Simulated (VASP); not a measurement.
A run of VASP 6.6.1 is set up as follows.

The input POSCAR:

```
HgP
1.0
    0.0000000000      2.9308278197      2.9308278197
    2.9308278197      0.0000000000      2.9308278197
    2.9308278197      2.9308278197      0.0000000000
Hg P
1 1
Direct
    0.0000000000      0.0000000000      0.0000000000
    0.2500000000      0.2500000000      0.2500000000
```

File INCAR.step1:

```
SYSTEM = HgP
PREC = Accurate
ENCUT = 520
ISMEAR = 0
SIGMA = 0.05
LREAL = .FALSE.
LASPH = .TRUE.
NELM = 60
NBANDS = 16
GGA = PE
ALGO = Normal
EDIFF = 1E-4
LWAVE = .TRUE.
LCHARG = .FALSE.
```

Contents of INCAR.step2:

```
SYSTEM = HgP
PREC = Accurate
ENCUT = 520
EDIFF = 1E-7
ISMEAR = 0
SIGMA = 0.05
LREAL = .FALSE.
LASPH = .TRUE.
NELM = 60
ALGO = Normal
ISIF = 2
LWAVE = .FALSE.
LCHARG = .FALSE.
METAGGA = R2SCAN
LMIXTAU = .TRUE.
NBANDS = 16
ISTART = 1
```

The input KPOINTS:

```
regular mesh
0
G
  10 10 10
  0 0 0
```

Potentials or basis: VASP PAW PBE potentials, release 64 (Hg, P).

The run is started by

```sh
$ cat potpaw_PBE.64/Hg/POTCAR potpaw_PBE.64/P/POTCAR > POTCAR
$ cp INCAR.step1 INCAR
$ mpirun -np 1 vasp_std > vasp.out
$ cp INCAR.step2 INCAR
$ mpirun -np 1 vasp_std > vasp.out
```

Q: What does it give for the pressure?

A: -1.0 GPa.

Caveat: the PAW data sets were made with another functional, which shifts forces and pressure a little.
